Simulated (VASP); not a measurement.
A run of VASP 6.6.1 is set up as follows.

File INCAR:

```
SYSTEM = WC
PREC = Accurate ; ENCUT = 520
EDIFF = 1E-7 ; ISMEAR = -1
SIGMA = 0.1 ; LREAL = .FALSE.
LASPH = .TRUE. ; NELM = 100
ALGO = Normal ; ISIF = 2
LWAVE = .FALSE. ; LCHARG = .FALSE.
GGA = PE ; NBANDS = 16
```

The input KPOINTS:

```
Automatic mesh
0
G
  8 8 7
  0 0 0
```

File POSCAR:

```
WC
1.0
    2.8224284279      0.0002804659      0.0399263229
   -1.4109738146      2.5943695920     -0.0576056907
    0.0389647256     -0.0424204660      2.9592757495
W C
1 1
Direct
    0.0075700000      0.0135300000      0.0003800000
    0.6785300000      0.3358700000      0.4501900000
```

Potentials or basis: VASP PAW PBE potentials, release 64 (W_sv, C).

Run with:

```bash
$ cat potpaw_PBE.64/W_sv/POTCAR potpaw_PBE.64/C/POTCAR > POTCAR
$ mpirun -np 1 vasp_std > vasp.out
```

(1) What does it give for the band gap on the k mesh?

(2) What does it give for the largest force?

(3) Estimate the pressure.

Results:

(1) zero (band 9 reaches 10.80 eV, above the bottom of band 10 at 10.33 eV).

(2) 2.045 eV/Å.

(3) -4.0 GPa.

Caveat: spin-orbit coupling is left out, which moves the levels of the heavy elements; forces of over 1 eV/Å act on the atoms, so gaps and moduli don't describe the material at rest.
